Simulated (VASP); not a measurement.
# Ni (Fm-3m) in VASP: notebook

Runs on Ni. Level: PBE. Tasks: single point.

Program: VASP 6.6.1. These are calculated values, not measurements. Logs are shortened: lines on timing, memory, paths and dates and some standing lists are left out, and cuts for length are marked.

### 1 The cell of the first run

Symmetry: Fm-3m, No. 225, cubic system. Conventional cell: a = 3.524 Å, b = 3.524 Å, c = 3.524 Å, α = 90.00°, β = 90.00°, γ = 90.00°. Within 3.3 Å of Ni (site symmetry m-3m) lie 12 Ni at 2.49 Å.

### 2 Single point, PBE, collinear spin, ferromagnetic start

INCAR

```
PREC     = Accurate       # precision mode
ENCUT    = 520            # plane-wave cutoff, eV
EDIFF    = 1E-6           # SCF threshold, eV
ISMEAR   = 0              # smearing method
SIGMA    = 0.1            # smearing width, eV
LREAL    = F              # projectors in reciprocal space
LASPH    = T              # aspherical terms in the spheres
NELM     = 150            # most SCF steps
ALGO     = Fast           # electronic algorithm
ISIF     = 2              # what is computed and relaxed
LWAVE    = F              # write WAVECAR
LCHARG   = F              # write CHGCAR
ISPIN    = 2              # spin polarisation
MAGMOM   = 2              # initial moments
LORBIT   = 11             # projections on sites
LMAXMIX  = 4              # l up to which the mixer works
GGA      = PE             # functional
NBANDS   = 15             # bands
```

KPOINTS

```
regular mesh
0
Gamma
  8 8 8
```

POSCAR

```
Ni
1.0
    0.0000000000      1.7619350000      1.7619350000
    1.7619350000      0.0000000000      1.7619350000
    1.7619350000      1.7619350000      0.0000000000
Ni
1
Direct
    0.0000000000      0.0000000000      0.0000000000
```

Potentials or basis: VASP PAW PBE potentials, release 64 (Ni).

Run with:

```
cat potpaw_PBE.64/Ni/POTCAR > POTCAR
mpirun -np 1 vasp_std > vasp.out
```

OUTCAR:

```text
PREC = Accurate
   ENCUT = 520
   EDIFF = 1E-6
   ISMEAR = 0
   LREAL = F
   LASPH = T
   NELM = 150
   ISIF = 2
   ISPIN = 2
   LORBIT = 11
   GGA = PE

 ion  position               nearest neighbor table
   1  0.000  0.000  0.000-

  LATTYP: Found a face centered cubic cell.
 ALAT       =     3.5238700000

  Lattice vectors:

 A1 = (   0.0000000000,   1.7619350000,   1.7619350000)
 A2 = (   1.7619350000,   0.0000000000,   1.7619350000)
 A3 = (   1.7619350000,   1.7619350000,   0.0000000000)

Analysis of symmetry for initial positions (statically):
=====================================================================
 Subroutine PRICEL returns:
 Original cell was already a primitive cell.

 Routine SETGRP: Setting up the symmetry group for a
 face centered cubic supercell.

 Subroutine GETGRP returns: Found 48 space group operations
 (whereof 48 operations were pure point group operations)
 out of a pool of 48 trial point group operations.

The static configuration has the point symmetry O_h .

Analysis of symmetry for dynamics (positions and initial velocities):
=====================================================================
 Subroutine PRICEL returns:
 Original cell was already a primitive cell.

 Routine SETGRP: Setting up the symmetry group for a
 face centered cubic supercell.

 Subroutine GETGRP returns: Found 48 space group operations
 (whereof 48 operations were pure point group operations)
 out of a pool of 48 trial point group operations.

The dynamic configuration has the point symmetry O_h .

Analysis of structural, dynamic, and magnetic symmetry:
=====================================================================
 Subroutine PRICEL returns:
 Original cell was already a primitive cell.

 Routine SETGRP: Setting up the symmetry group for a
 face centered cubic supercell.

 Subroutine GETGRP returns: Found 48 space group operations
 (whereof 48 operations were pure point group operations)
 out of a pool of 48 trial point group operations.

The overall configuration has the point symmetry O_h .

 Subroutine INISYM returns: Found 48 space group operations
 (whereof 48 operations are pure point group operations),
 and found     1 'primitive' translations

----------------------------------------------------------------------------------------

                                     Primitive cell

  volume of cell :      10.9396

  direct lattice vectors                    reciprocal lattice vectors
     0.000000000  1.761935000  1.761935000    -0.283778914  0.283778914  0.283778914
     1.761935000  0.000000000  1.761935000     0.283778914 -0.283778914  0.283778914
     1.761935000  1.761935000  0.000000000     0.283778914  0.283778914 -0.283778914

  length of vectors
     2.491752373  2.491752373  2.491752373     0.491519496  0.491519496  0.491519496

  position of ions in fractional coordinates (direct lattice)
     0.000000000  0.000000000  0.000000000

  ion indices of the primitive-cell ions
   primitive index   ion index
                 1           1

----------------------------------------------------------------------------------------

 KPOINTS: regular mesh

Automatic generation of k-mesh.
 Grid dimensions read from file:
 generate k-points for:    8    8    8

 Generating k-lattice:

  Cartesian coordinates                     Fractional coordinates (reciprocal lattice)
    -0.035472364  0.035472364  0.035472364     0.125000000  0.000000000  0.000000000
     0.035472364 -0.035472364  0.035472364     0.000000000  0.125000000  0.000000000
     0.035472364  0.035472364 -0.035472364     0.000000000  0.000000000  0.125000000

  Length of vectors
     0.061439937  0.061439937  0.061439937

  Shift w.r.t. Gamma in fractional coordinates (k-lattice)
     0.000000000  0.000000000  0.000000000

 Subroutine IBZKPT returns following result:
 ===========================================

 Found     29 irreducible k-points:

 Following reciprocal coordinates:
            Coordinates               Weight
  0.000000  0.000000  0.000000      1.000000
  0.125000  0.000000  0.000000      8.000000
  0.250000  0.000000  0.000000      8.000000
  0.375000  0.000000  0.000000      8.000000
  0.500000  0.000000  0.000000      4.000000
  0.125000  0.125000  0.000000      6.000000
[... 16 lines left out ...]
  0.500000  0.250000  0.125000     48.000000
 -0.375000  0.250000  0.125000     24.000000
 [... further k-points ...]
   k-points           NKPTS =     29   k-points in BZ     NKDIM =     29   number of bands    NBANDS=     15
   number of dos      NEDOS =    301   number of ions     NIONS =      1
   total plane-waves  NPLWV =   8000
   dimension x,y,z NGX =    20 NGY =   20 NGZ =   20
   dimension x,y,z NGXF=    40 NGYF=   40 NGZF=   40
   ions per type =               1
   NGX,Y,Z   is equivalent  to a cutoff of  13.34, 13.34, 13.34 a.u.
   NGXF,Y,Z  is equivalent  to a cutoff of  26.69, 26.69, 26.69 a.u.
 SYSTEM =  unknown system
   PREC   = accura    normal or accurate (medium, high low for compatibility)
   ISTART =      0    job   : 0-new  1-cont  2-samecut
   ICHARG =      2    charge: 1-file 2-atom 10-const
   ISPIN  =      2    spin polarized calculation?
   LNONCOLLINEAR =      F non collinear calculations
   LSORBIT =      F    spin-orbit coupling
   LASPH  =      T    aspherical Exc in radial PAW
   ENCUT  =  520.0 eV  38.22 Ry    6.18 a.u.   4.63  4.63  4.63*2*pi/ulx,y,z
   NELM   =    150;   NELMIN=  2; NELMDL= -5     # of ELM steps
   EDIFF  = 0.1E-05   stopping-criterion for ELM
   LREAL  =      F    real-space projection
   EDIFFG = 0.1E-04   stopping-criterion for IOM
   NSW    =      0    number of steps for IOM
   IBRION =     -1    ionic relax: 0-MD 1-quasi-New 2-CG
   NFREE  =      0    steps in history (QN), initial steepest desc. (CG)
   ISIF   =      2    stress and relaxation
   ISYM   =      2    0-nonsym 1-usesym 2-fastsym
   POTIM  = 0.5000    time-step for ionic-motion
   TEBEG  =    0.0;   TEEND  =   0.0 temperature during run
   PSTRESS=    0.0 pullay stress
   NELECT =      10.0000    total number of electrons
   NUPDOWN=      -1.0000    fix difference up-down
   EMIN   =  10.00;   EMAX   =-10.00  energy-range for DOS
   EFERMI =   0.00;   METHOD = LEGACY
   ISMEAR =     0;   SIGMA  =   0.10  broadening in eV -4-tet -1-fermi 0-gaus
   EFERMI_NEDOS =   21; number of points for ismear=-14 and -15
   IALGO  =     68    algorithm
   IMIX   =      4    mixing-type and parameters
     AMIX     =   0.40;   BMIX     =  1.00
     AMIX_MAG =   1.60;   BMIX_MAG =  1.00
  volume/ion in A,a.u.               =      10.94        73.82
  Fermi-wavevector in a.u.,A,eV,Ry     =   1.588821  3.002436 34.345893  2.524352
  Thomas-Fermi vector in A             =   2.687765
   LORBIT       =     11    0 simple, 1 ext, 2 COOP (PROOUT), +10 PAW based schemes
   GGA     = PE    functional components
   LHFCALC =     F    Hartree Fock is set to
   AEXX    =    0.0000 exact exchange contribution
   IVDW    =     0    specifies the selected vdW correction
   LEPSILON=     F    determine dielectric tensor
   LRPA    =     F    only Hartree local field effects (RPA)
 spin polarized calculation
 RMM-DIIS sequential band-by-band and
 Gauss-broadening in eV      SIGMA  =   0.10
  energy-cutoff  :      520.00
  volume of cell :       10.94
 maximum number of plane-waves:       304
   NGX =  9   NGY =  9   NGZ =  9

 number of electron      10.0000010 magnetization       0.6992438

 Free energy of the ion-electron system (eV)
  ---------------------------------------------------
  ext. energy  EPLUGINS =         0.00000000
  ---------------------------------------------------
  free energy    TOTEN  =        -5.47423424 eV

  energy without entropy =       -5.46435471  energy(sigma->0) =       -5.46929448

 E-fermi :   9.2932     XC(G=0): -13.2266

 val. band max:        9.2592041385   @ k =   0.3750   0.3750   0.0000
 cond. band min:       9.2957940624   @ k =   0.5000   0.3750   0.1250
 fundamental gap:      0.0365899239
 Fermi energy:         9.2932197636

 spin component 1

 k-point     1 :       0.0000    0.0000    0.0000
  band No.  band energies     occupation
      1       0.3176      1.00000
      2       6.8188      1.00000
      3       6.8188      1.00000
      4       6.8188      1.00000
      5       7.9833      1.00000
      6       7.9833      1.00000
      7      32.9710      0.00000
      8      36.7846      0.00000
      9      36.7846      0.00000
     10      36.7846      0.00000
     11      39.6934      0.00000
     12      39.6934      0.00000
     13      39.6934      0.00000
     14      42.6956      0.00000
     15      48.9095      0.00000
[... 397 lines left out ...]
 k-point    24 :      -0.3750    0.2500    0.1250
  band No.  band energies     occupation
      1       5.3115      1.00000
      2       6.1642      1.00000
      3       6.7448      1.00000
      4       7.4566      1.00000
      5       8.5395      1.00000
      6      12.6090      0.00000
      7      15.3097      0.00000
      8      25.2165      0.00000
      9      26.0868      0.00000
     10      34.9231      0.00000
     11      39.0547      0.00000
     12      46.4129      0.00000
     13      48.7991      0.00000
     14      49.5030      0.00000
     15      51.0029      0.00000

 [... further k-points ...]

 spin component 2

 k-point     1 :       0.0000    0.0000    0.0000
  band No.  band energies     occupation
      1       0.2998      1.00000
      2       7.6419      1.00000
      3       7.6419      1.00000
      4       7.6419      1.00000
      5       8.6411      1.00000
      6       8.6411      1.00000
      7      32.8194      0.00000
      8      36.7839      0.00000
      9      36.7839      0.00000
     10      36.7839      0.00000
     11      39.8225      0.00000
     12      39.8225      0.00000
     13      39.8225      0.00000
     14      42.5740      0.00000
     15      49.1355      0.00000
[... 397 lines left out ...]
 k-point    24 :      -0.3750    0.2500    0.1250
  band No.  band energies     occupation
      1       5.8679      1.00000
      2       6.6241      1.00000
      3       7.4019      1.00000
      4       8.1353      1.00000
      5       9.3979      0.06940
      6      12.9006      0.00000
      7      15.6899      0.00000
      8      25.3072      0.00000
      9      26.2165      0.00000
     10      34.9409      0.00000
     11      39.1110      0.00000
     12      46.3915      0.00000
     13      48.8805      0.00000
     14      49.6307      0.00000
     15      51.2813      0.00000

 [... further k-points ...]
[... 5 lines left out ...]
  --------------------------------------------------------------------------------------
  -------------------------------------------------------------------------------------
  Total       -0.0454704     -0.0454704     -0.0454704      0.0000000      0.0000000      0.0000000
  in kB       -6.6594671     -6.6594671     -6.6594671      0.0000000      0.0000000      0.0000000
  external PRESSURE =      -6.6594671 kB  Pullay stress =       0.0000000 kB

 VOLUME and BASIS-vectors are now :
 -----------------------------------------------------------------------------
  energy-cutoff  :      520.00
  volume of cell :       10.94
      direct lattice vectors                 reciprocal lattice vectors
     0.000000000  1.761935000  1.761935000    -0.283778914  0.283778914  0.283778914
     1.761935000  0.000000000  1.761935000     0.283778914 -0.283778914  0.283778914
     1.761935000  1.761935000  0.000000000     0.283778914  0.283778914 -0.283778914

 POSITION                                       TOTAL-FORCE (eV/Angst)
 -----------------------------------------------------------------------------------
      0.00000      0.00000      0.00000        -0.000000     -0.000000     -0.000000
 -----------------------------------------------------------------------------------
    total drift:                                0.000000      0.000000      0.000000

  FREE ENERGIE OF THE ION-ELECTRON SYSTEM (eV)
  ---------------------------------------------------
  free  energy   TOTEN  =        -5.4742342407 eV

  energy  without entropy=       -5.4643547099  energy(sigma->0) =       -5.46929448

 total charge

# of ion       s       p       d       tot
------------------------------------------
    1        0.496   0.498   8.303   9.298

 magnetization (x)

# of ion       s       p       d       tot
------------------------------------------
    1       -0.004  -0.022   0.736   0.710
```

It took 12 s on 1 thread of Intel Xeon Platinum 8259CL at 2.50GHz (Skylake/Cascade Lake), shared host; peak memory 0.13 GiB.

What came out:

- Free energy: -5.4742 eV
- Pressure: -0.7 GPa
- Net moment: 0.70 μB per cell
- Site moments: Ni +0.71 μB
- Valence electrons inside the program's atomic spheres: Ni 9.30

Levels at points of the mesh, in eV from the Fermi level:
Spin up:
| k point | band 2 | band 3 | band 4 | band 5 | band 6 | band 7 | band 8 | band 9 |
| --- | --- | --- | --- | --- | --- | --- | --- | --- |
| (0.00, 0.00, 0.00) | -2.47 | -2.47 | -2.47 | -1.31 | -1.31 | 23.68 | 27.49 | 27.49 |
| (0.50, 0.00, 0.00) | -2.45 | -2.45 | -0.66 | -0.66 | -0.28 | 5.59 | 22.18 | 24.57 |
| (0.50, 0.50, 0.00) | -4.21 | -0.61 | -0.54 | -0.54 | 2.44 | 9.15 | 14.77 | 14.77 |
Spin down:
```tsv
k point	band 1	band 2	band 3	band 4	band 5	band 6	band 7	band 8	band 9
(0.00, 0.00, 0.00)	-8.99	-1.65	-1.65	-1.65	-0.65	-0.65	23.53	27.49	27.49
(0.50, 0.00, 0.00)	-4.36	-1.77	-1.77	-0.33	0.17	0.17	6.06	22.04	24.68
(0.50, 0.50, 0.00)	-4.26	-3.53	0.08	0.40	0.40	2.42	9.43	14.80	14.80
```

Caveat: the k points lie up to 0.39 Å⁻¹ apart.

(Continued in part 2 of 2.)
